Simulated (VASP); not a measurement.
A run of VASP 6.6.1:

Contents of POSCAR:

```
CdS
1.0
    0.0000000000      2.2510188071      2.2510188071
    2.2510188071      0.0000000000      2.2510188071
    2.2510188071      2.2510188071      0.0000000000
Cd S
1 1
Direct
    0.0000000000      0.0000000000      0.0000000000
    0.5000000000      0.5000000000      0.5000000000
```

INCAR.step1

```
SYSTEM = CdS
PREC = Accurate
ENCUT = 520
EDIFF = 1E-6
ISMEAR = -1
SIGMA = 0.1
LREAL = .False.
LASPH = .True.
NELM = 100
ALGO = Normal
ISIF = 2
LWAVE = .False.
LCHARG = .True.
GGA = PE
NBANDS = 16
```

Contents of KPOINTS.step1:

```
regular mesh
0
Gamma
  13 13 13
  0 0 0
```

Contents of INCAR.step2:

```
SYSTEM = CdS
PREC = Accurate
ENCUT = 520
EDIFF = 1E-6
ISMEAR = -5
SIGMA = 0.1
LREAL = .False.
LASPH = .True.
NELM = 100
ALGO = Normal
ISIF = 2
LWAVE = .False.
LCHARG = .False.
GGA = PE
LORBIT = 10
NEDOS = 2001
ICHARG = 11
```

KPOINTS.step2

```
regular mesh
0
Gamma
  20 20 20
  0 0 0
```

Potentials or basis: VASP PAW PBE potentials, release 64 (Cd, S).

Run with:

```console
$ cat potpaw_PBE.64/Cd/POTCAR potpaw_PBE.64/S/POTCAR > POTCAR
$ cp INCAR.step1 INCAR
$ cp KPOINTS.step1 KPOINTS
$ mpirun -np 1 vasp_std > vasp.out
$ cp INCAR.step2 INCAR
$ cp KPOINTS.step2 KPOINTS
$ mpirun -np 1 vasp_std > vasp.out
```

Hardware: 1 thread of Intel Xeon 8259CL (shared host).

Question: How long does it take, and how much memory?

Answer: Wall time 77 s on 1 thread of Intel Xeon 8259CL (shared host), peak memory 0.2 GiB. Counts: k points 256.
